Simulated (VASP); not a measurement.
TiC: single point with RPBE+D4

TiC:

```
Ti C
1.0
     0.00000    2.14826    2.14826
     2.14826    0.00000    2.14826
     2.14826    2.14826    0.00000
Ti C
1 1
Direct
  0.00000 0.00000 0.00000
  0.50000 0.50000 0.50000
```

- Program: VASP 6.6.1
- Task: single point
- Functional: RPBE
- Dispersion: D4
- Potentials or basis: VASP PAW PBE potentials, release 64 (Ti_sv, C)
- Cutoff: 520 eV
- k mesh: 11 × 11 × 11
- Occupations: fermi-dirac, width 0.05 eV
- Spin: no spin polarisation
- Dipole correction: no
- Further INCAR settings: ALGO = Normal; EDIFF = 1e-06; NBANDS = 15

The pressure is 0.3 GPa, the band gap on the k mesh is zero (band 8 reaches 10.54 eV, above the bottom of band 9 at 9.40 eV) and the dispersion energy per atom is -0.585 eV.

Levels at points of the mesh, in eV from the Fermi level:
```csv
k point,band 5,band 6,band 7,band 8,band 9,band 10,band 11,band 12
"(0.00, 0.00, 0.00)",-12.65,0.65,0.65,0.65,1.64,1.64,1.64,1.69
```

Run time: 14 s on 1 thread of Intel(R) Xeon(R) Platinum 8488C (Sapphire Rapids), on a shared host, peak memory 0.14 GiB.

Caveat: the PAW data sets were made with another functional, which shifts forces and pressure a little; pairwise dispersion overbinds metals, which lowers pressure and volume.
